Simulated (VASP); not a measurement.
Set up this calculation in VASP 6.6.1, as the native input.

```yaml
Task: single point
Functional: LDA
Potentials_or_basis: VASP PAW LDA potentials, release 64 (Ca_sv, B, Pd)
Cutoff: 520 eV
k_mesh: 6 × 6 × 6
Occupations: fermi-dirac, width 0.1 eV
Spin: no spin polarisation
Dipole_correction: no
Further_INCAR_settings: ALGO = Normal; EDIFF = 1e-06; NBANDS = 30
```

The structure of CaBPd3 lies in POSCAR:

```
CaBPd3
1.0
    4.2400464531      0.0000000000      0.0000000000
    0.0000000000      4.2400464531      0.0000000000
    0.0000000000      0.0000000000      4.2400464531
Ca B Pd
1 1 3
Direct
    0.5000000000      0.5000000000      0.5000000000
    0.0000000000      0.0000000000      0.0000000000
    0.5000000000      0.0000000000      0.0000000000
    0.0000000000      0.5000000000      0.0000000000
    0.0000000000      0.0000000000      0.5000000000
```

One way to write it, as run:

INCAR

```
SYSTEM = CaBPd3
  ALGO = Normal
  EDIFF = 1E-6
  ENCUT = 520
  GGA = CA
  ISIF = 2
  ISMEAR = -1
  LASPH = .True.
  LCHARG = .True.
  LELF = .True.
  LREAL = .False.
  LVHAR = .True.
  LWAVE = .False.
  NBANDS = 30
  NELM = 80
  PREC = Accurate
  SIGMA = 0.1
```

KPOINTS

```
k-points
0
Gamma
  6 6 6
  0 0 0
```

Potentials or basis: VASP PAW LDA potentials, release 64 (Ca_sv, B, Pd).

Command:

```console
$ cat potpaw_LDA.64/Ca_sv/POTCAR potpaw_LDA.64/B/POTCAR potpaw_LDA.64/Pd/POTCAR > POTCAR
$ mpirun -np 1 vasp_std > vasp.out
```

Results of the run:

The pressure is -3.8 GPa.

Wall time 28 s on 1 thread of AMD EPYC 7R13 Processor (Zen 3), on a shared host, peak memory 0.15 GiB.
